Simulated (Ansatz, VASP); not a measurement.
# Two plane-wave programs on CdSe

```xyz
2
Lattice="0.0000 3.0497 3.0497 3.0497 0.0000 3.0497 3.0497 3.0497 0.0000" Properties=species:S:1:pos:R:3 pbc="T T T"
Cd    0.0000    0.0000    0.0000
Se    1.5248    1.5248    1.5248
```

Alike in both runs: task single point; functional r2SCAN0; k mesh 4 × 4 × 4; occupations fermi-dirac, width 0.05 eV; no spin polarisation.

```csv
,VASP,Ansatz
version,VASP 6.6.1,Ansatz 0.2.0
potentials or method,"VASP PAW PBE potentials, release 64 (Cd, Se)",Ansatz PAW
plane-wave cutoff (eV),520,500
valence electrons in the cell,18,36
```

Ansatz gave:

- gap on the k mesh at the Fermi level (eV): 2.48
- least direct gap on the mesh (eV): 2.48
- pressure (GPa): 0.4

Q: Estimate VASP's values.

A: gap on the k mesh at the Fermi level (eV): 2.51; least direct gap on the mesh (eV): 2.51; pressure (GPa): 0.5.

VASP's potentials were made for PBE, not for r2SCAN0. VASP's potentials hold 18 valence electrons a cell and Ansatz's 36, so a difference there can come from the potentials and not from the codes.

The k mesh is coarse, so the values compare programs but aren't converged.
